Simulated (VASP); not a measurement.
# MgTl2 in VASP: further runs

MgTl2 is run at these levels: PBE; tasks: single point.

Everything below comes from runs of VASP 6.6.1. Logs are shortened: lines on timing, memory, paths and dates and some standing lists are left out, and cuts for length are marked.

## (1) The cell of the first run

The cell holds a sheet with vacuum, 3 atoms: a = 5.413 Å, b = 5.413 Å, c = 23.800 Å, α = 90.00°, β = 90.00°, γ = 120.00°.

The cell was generated, and may not be a known phase.

## (2) Single point, PBE

Input file INCAR:

```
  PREC = Accurate
  ENCUT = 520
  EDIFF = 1E-6
  ISMEAR = 0
  SIGMA = 0.1
  LREAL = False
  LASPH = True
  NELM = 60
  ALGO = Normal
  ISIF = 2
  LWAVE = False
  LCHARG = True
  LDIPOL = True
  IDIPOL = 3
  DIPOL = 0.5 0.5 0.294
  GGA = PE
  LELF = True
  LVHAR = True
  LVACPOTAV = True
  NBANDS = 21
```

Input file KPOINTS:

```
Automatic mesh
0
Gamma
  12 12 1
```

Input file POSCAR:

```
MgTl2
1.0
    5.4127812652      0.0000000000      0.0000000000
   -2.7063906326      4.6876060808      0.0000000000
    0.0000000000      0.0000000000     23.8000000000
Mg Tl
1 2
Direct
    0.0000000000      0.0000000000      0.2941176471
    0.3333333333      0.6666666667      0.2941176471
    0.6666666667      0.3333333333      0.2941176471
```

Potentials or basis: VASP PAW PBE potentials, release 64 (Mg, Tl_d).

Started as:

```bash
$ cat potpaw_PBE.64/Mg/POTCAR potpaw_PBE.64/Tl_d/POTCAR > POTCAR
$ mpirun -np 1 vasp_std > vasp.out
```

OUTCAR:

```text
PREC = Accurate
   ENCUT = 520
   EDIFF = 1E-6
   ISMEAR = 0
   LREAL = False
   LASPH = True
   NELM = 60
   ISIF = 2
   GGA = PE

 ion  position               nearest neighbor table
   1  0.000  0.000  0.294-   2 3.13   3 3.13   3 3.13   2 3.13   3 3.13   2 3.13
   2  0.333  0.667  0.294-   3 3.13   1 3.13   3 3.13   1 3.13   1 3.13   3 3.13
   3  0.667  0.333  0.294-   2 3.13   1 3.13   2 3.13   1 3.13   1 3.13   2 3.13

  LATTYP: Found a hexagonal cell.
 ALAT       =     5.4127812652
 C/A-ratio  =     4.3970001435

  Lattice vectors:

 A1 = (   5.4127812652,   0.0000000000,   0.0000000000)
 A2 = (  -2.7063906326,   4.6876060808,   0.0000000000)
 A3 = (   0.0000000000,   0.0000000000,  23.8000000000)

Analysis of symmetry for initial positions (statically):
=====================================================================
 Subroutine PRICEL returns:
 Original cell was already a primitive cell.

 Routine SETGRP: Setting up the symmetry group for a
 hexagonal supercell.

 Subroutine GETGRP returns: Found 24 space group operations
 (whereof 12 operations were pure point group operations)
 out of a pool of 24 trial point group operations.

The static configuration has the point symmetry C_6v.
 The point group associated with its full space group is D_6h.

Analysis of symmetry for dynamics (positions and initial velocities):
=====================================================================
 Subroutine PRICEL returns:
 Original cell was already a primitive cell.

 Routine SETGRP: Setting up the symmetry group for a
 hexagonal supercell.

 Subroutine GETGRP returns: Found 24 space group operations
 (whereof 12 operations were pure point group operations)
 out of a pool of 24 trial point group operations.

The dynamic configuration has the point symmetry C_6v.
 The point group associated with its full space group is D_6h.

 Subroutine INISYM returns: Found 24 space group operations
 (whereof 12 operations are pure point group operations),
 and found     1 'primitive' translations

----------------------------------------------------------------------------------------

                                     Primitive cell

  volume of cell :     603.8771

  direct lattice vectors                    reciprocal lattice vectors
     5.412781265  0.000000000  0.000000000     0.184747905  0.106664253  0.000000000
    -2.706390633  4.687606081  0.000000000     0.000000000  0.213328506  0.000000000
     0.000000000  0.000000000 23.800000000     0.000000000  0.000000000  0.042016807

  length of vectors
     5.412781265  5.412781265 23.800000000     0.213328506  0.213328506  0.042016807

  position of ions in fractional coordinates (direct lattice)
     0.000000000  0.000000000  0.294117647
     0.333333333  0.666666667  0.294117647
     0.666666667  0.333333333  0.294117647

  ion indices of the primitive-cell ions
   primitive index   ion index
                 1           1
                 2           2
                 3           3

----------------------------------------------------------------------------------------

 KPOINTS: Automatic mesh

Automatic generation of k-mesh.
 Grid dimensions read from file:
 generate k-points for:   12   12    1

 Generating k-lattice:

  Cartesian coordinates                     Fractional coordinates (reciprocal lattice)
     0.015395659  0.008888688  0.000000000     0.083333333  0.000000000  0.000000000
     0.000000000  0.017777375  0.000000000     0.000000000  0.083333333  0.000000000
     0.000000000  0.000000000  0.042016807     0.000000000  0.000000000  1.000000000

  Length of vectors
     0.017777375  0.017777375  0.042016807

  Shift w.r.t. Gamma in fractional coordinates (k-lattice)
     0.000000000  0.000000000  0.000000000

 Subroutine IBZKPT returns following result:
 ===========================================

 Found     19 irreducible k-points:

 Following reciprocal coordinates:
            Coordinates               Weight
  0.000000  0.000000  0.000000      1.000000
  0.083333  0.000000  0.000000      6.000000
  0.166667  0.000000  0.000000      6.000000
  0.250000 -0.000000  0.000000      6.000000
  0.333333 -0.000000  0.000000      6.000000
  0.416667  0.000000  0.000000      6.000000
[... 11 lines left out ...]
  0.333333  0.250000  0.000000     12.000000
  0.333333  0.333333  0.000000      2.000000
   k-points           NKPTS =     19   k-points in BZ     NKDIM =     19   number of bands    NBANDS=     21
   number of dos      NEDOS =    301   number of ions     NIONS =      3
   total plane-waves  NPLWV = 288000
   dimension x,y,z NGX =    40 NGY =   40 NGZ =  180
   dimension x,y,z NGXF=    80 NGYF=   80 NGZF=  360
   ions per type =               1   2
   NGX,Y,Z   is equivalent  to a cutoff of  12.29, 12.29, 12.57 a.u.
   NGXF,Y,Z  is equivalent  to a cutoff of  24.57, 24.57, 25.15 a.u.
 SYSTEM =  unknown system
   PREC   = accura    normal or accurate (medium, high low for compatibility)
   ISTART =      0    job   : 0-new  1-cont  2-samecut
   ICHARG =      2    charge: 1-file 2-atom 10-const
   ISPIN  =      1    spin polarized calculation?
   LNONCOLLINEAR =      F non collinear calculations
   LSORBIT =      F    spin-orbit coupling
   LASPH  =      T    aspherical Exc in radial PAW
   ENCUT  =  520.0 eV  38.22 Ry    6.18 a.u.  10.06 10.06 44.25*2*pi/ulx,y,z
   NELM   =     60;   NELMIN=  2; NELMDL= -5     # of ELM steps
   EDIFF  = 0.1E-05   stopping-criterion for ELM
   LREAL  =      F    real-space projection
   EDIFFG = 0.1E-04   stopping-criterion for IOM
   NSW    =      0    number of steps for IOM
   IBRION =     -1    ionic relax: 0-MD 1-quasi-New 2-CG
   NFREE  =      0    steps in history (QN), initial steepest desc. (CG)
   ISIF   =      2    stress and relaxation
   ISYM   =      2    0-nonsym 1-usesym 2-fastsym
   POTIM  = 0.5000    time-step for ionic-motion
   TEBEG  =    0.0;   TEEND  =   0.0 temperature during run
   PSTRESS=    0.0 pullay stress
   NELECT =      28.0000    total number of electrons
   NUPDOWN=      -1.0000    fix difference up-down
   EMIN   =  10.00;   EMAX   =-10.00  energy-range for DOS
   EFERMI =   0.00;   METHOD = LEGACY
   ISMEAR =     0;   SIGMA  =   0.10  broadening in eV -4-tet -1-fermi 0-gaus
   EFERMI_NEDOS =   21; number of points for ismear=-14 and -15
   IALGO  =     38    algorithm
   IMIX   =      4    mixing-type and parameters
     AMIX     =   0.40;   BMIX     =  1.00
     AMIX_MAG =   1.60;   BMIX_MAG =  1.00
  volume/ion in A,a.u.               =     201.29      1358.39
  Fermi-wavevector in a.u.,A,eV,Ry     =   0.588136  1.111416  4.706314  0.345904
  Thomas-Fermi vector in A             =   1.635283
   LORBIT       =      0    0 simple, 1 ext, 2 COOP (PROOUT), +10 PAW based schemes
   GGA     = PE    functional components
   LHFCALC =     F    Hartree Fock is set to
   AEXX    =    0.0000 exact exchange contribution
   IVDW    =     0    specifies the selected vdW correction
   LEPSILON=     F    determine dielectric tensor
   LRPA    =     F    only Hartree local field effects (RPA)
 non-spin polarized calculation
 Gauss-broadening in eV      SIGMA  =   0.10
  energy-cutoff  :      520.00
  volume of cell :      603.88
 maximum number of plane-waves:     16315
   NGX = 21   NGY = 21   NGZ = 89

 dipolmoment           0.000000      0.000000     -0.000001 electrons x Angstroem

 number of electron      28.0000005 magnetization

 dipolmoment           0.000000      0.000000      0.000004 electrons x Angstroem

 Free energy of the ion-electron system (eV)
  ---------------------------------------------------
  ext. energy  EPLUGINS =         0.00000000
  ---------------------------------------------------
  free energy    TOTEN  =        -4.64334427 eV

  energy without entropy =       -4.62851821  energy(sigma->0) =       -4.63593124

 E-fermi :  -2.5418     XC(G=0):  -1.9342

 val. band max:       -2.5541759398   @ k =   0.0833   0.0000   0.0000
 cond. band min:      -2.5120465179   @ k =   0.1667   0.0833   0.0000
 fundamental gap:      0.0421294219
 Fermi energy:        -2.5418356877

 k-point     1 :       0.0000    0.0000    0.0000
  band No.  band energies     occupation
      1     -14.4404      2.00000
      2     -14.2635      2.00000
      3     -14.2635      2.00000
      4     -14.2271      2.00000
      5     -14.2271      2.00000
      6     -14.0723      2.00000
[... 13 lines left out ...]
     20       1.0876      0.00000
     21       1.3765      0.00000

 k-point     2 :       0.0833    0.0000    0.0000
  band No.  band energies     occupation
      1     -14.4389      2.00000
      2     -14.2910      2.00000
      3     -14.2878      2.00000
      4     -14.2294      2.00000
      5     -14.2245      2.00000
      6     -14.0475      2.00000
[... 13 lines left out ...]
     20       1.1332      0.00000
     21       1.4249      0.00000

 k-point     3 :       0.1667    0.0000    0.0000
  band No.  band energies     occupation
      1     -14.4392      2.00000
      2     -14.3435      2.00000
      3     -14.3311      2.00000
      4     -14.2354      2.00000
      5     -14.2168      2.00000
      6     -14.0050      2.00000
[... 13 lines left out ...]
     20       1.1715      0.00000
     21       1.2858      0.00000
[... 337 lines left out ...]
 k-point    18 :       0.3333    0.2500    0.0000
  band No.  band energies     occupation
      1     -14.5771      2.00000
      2     -14.3973      2.00000
      3     -14.3692      2.00000
      4     -14.2726      2.00000
      5     -14.1309      2.00000
      6     -14.0693      2.00000
[... 13 lines left out ...]
     20       2.1689      0.00000
     21       2.7050      0.00000

 k-point    19 :       0.3333    0.3333    0.0000
  band No.  band energies     occupation
      1     -14.5862      2.00000
      2     -14.3814      2.00000
      3     -14.3814      2.00000
      4     -14.2752      2.00000
      5     -14.1001      2.00000
      6     -14.1001      2.00000
[... 13 lines left out ...]
     20       2.5764      0.00000
     21       2.5764      0.00000

------------------------ aborting loop because EDIFF is reached ----------------------------------------

  FORCE on cell =-STRESS in cart. coord.  units (eV):
  Direction    XX          YY          ZZ          XY          YZ          ZX
  --------------------------------------------------------------------------------------
  -------------------------------------------------------------------------------------
  Total        0.5561817      0.5561817     -0.0302271      0.0000000      0.0000000      0.0000000
  in kB        1.4756344      1.4756344     -0.0801970      0.0000000      0.0000000      0.0000000
  external PRESSURE =       0.9570239 kB  Pullay stress =       0.0000000 kB

 VOLUME and BASIS-vectors are now :
 -----------------------------------------------------------------------------
  energy-cutoff  :      520.00
  volume of cell :      603.88
      direct lattice vectors                 reciprocal lattice vectors
     5.412781265  0.000000000  0.000000000     0.184747905  0.106664253  0.000000000
    -2.706390633  4.687606081  0.000000000     0.000000000  0.213328506  0.000000000
     0.000000000  0.000000000 23.800000000     0.000000000  0.000000000  0.042016807

 POSITION                                       TOTAL-FORCE (eV/Angst)
 -----------------------------------------------------------------------------------
      0.00000      0.00000      7.00000        -0.000000     -0.000000      0.000000
     -0.00000      3.12507      7.00000        -0.000000      0.000000     -0.000000
      2.70639      1.56254      7.00000         0.000000     -0.000000      0.000000
 -----------------------------------------------------------------------------------
    total drift:                               -0.000000     -0.000000      0.000092

  FREE ENERGIE OF THE ION-ELECTRON SYSTEM (eV)
  ---------------------------------------------------
  free  energy   TOTEN  =        -4.6433442651 eV

  energy  without entropy=       -4.6285182128  energy(sigma->0) =       -4.63593124

 vacuum level on the upper side and lower side of the slab         1.287         1.287
```

Wall time 3.4 min (1 thread of Intel Xeon Platinum 8488C (Sapphire Rapids), shared host); peak memory 0.72 GiB.

Results:

```
Free energy            : -4.6433 eV
Band gap on the k mesh : zero (bands 14 and 15 overlap by 1.74 eV)
```

Levels at points of the mesh, in eV from the Fermi level:
```
           k point  band 11  band 12  band 13  band 14  band 15  band 16  band 17  band 18
(0.00, 0.00, 0.00)    -8.31    -2.96    -1.05     0.08     0.08     1.07     1.46     1.46
(0.50, 0.00, 0.00)    -7.06    -6.03    -1.54    -1.43     0.53     1.19     3.61     4.39
```

Caveat: spin-orbit coupling is left out, which moves the levels of the heavy elements.

## (3) Single point, PBE

This run uses another cell than the first one.

Input file INCAR:

```
PREC = Accurate
ENCUT = 520
EDIFF = 1E-6
ISMEAR = 0
SIGMA = 0.1
LREAL = F
LASPH = T
NELM = 60
ALGO = Normal
ISIF = 2
LWAVE = F
LCHARG = F
LDIPOL = T
IDIPOL = 3
DIPOL = 0.5 0.5 0.294
GGA = PE
NBANDS = 21
```

Input file KPOINTS:

```
regular mesh
0
Gamma
  12 12 1
```

Input file POSCAR:

```
MgTl2
1.0
    5.4815076753      0.0000000000      0.0000000000
   -2.7407538376      4.7471248978      0.0000000000
    0.0000000000      0.0000000000     23.8000000000
Mg Tl
1 2
Direct
    0.0000000000      0.0000000000      0.2941176471
    0.3333333333      0.6666666667      0.2941176471
    0.6666666667      0.3333333333      0.2941176471
```

Potentials or basis: VASP PAW PBE potentials, release 64 (Mg, Tl_d).

Started as:

```bash
$ cat potpaw_PBE.64/Mg/POTCAR potpaw_PBE.64/Tl_d/POTCAR > POTCAR
$ mpirun -np 1 vasp_std > vasp.out
```

Run time: 4 min. Hardware: 1 thread of Intel Xeon Platinum 8488C (Sapphire Rapids), shared host; peak memory 0.82 GiB.

The run converged. Its results:

```yaml
Free_energy: -4.6507 eV
Band_gap_on_the_k_mesh: zero (bands 14 and 15 overlap by 1.68 eV)
```

Levels at points of the mesh, in eV from the Fermi level:
```
           k point  band 10  band 11  band 12  band 13  band 14  band 15  band 16  band 17  band 18  band 19
(0.00, 0.00, 0.00)   -11.38    -8.19    -3.11    -0.98     0.09     0.09     0.93     1.41     1.41     2.97
(0.50, 0.00, 0.00)   -11.25    -6.99    -5.97    -1.49    -1.48     0.55     1.19     3.53     4.34     4.44
```

Caveat: spin-orbit coupling is left out, which moves the levels of the heavy elements.

The gap in the log of VASP goes by the Fermi energy; the results here count the filled bands.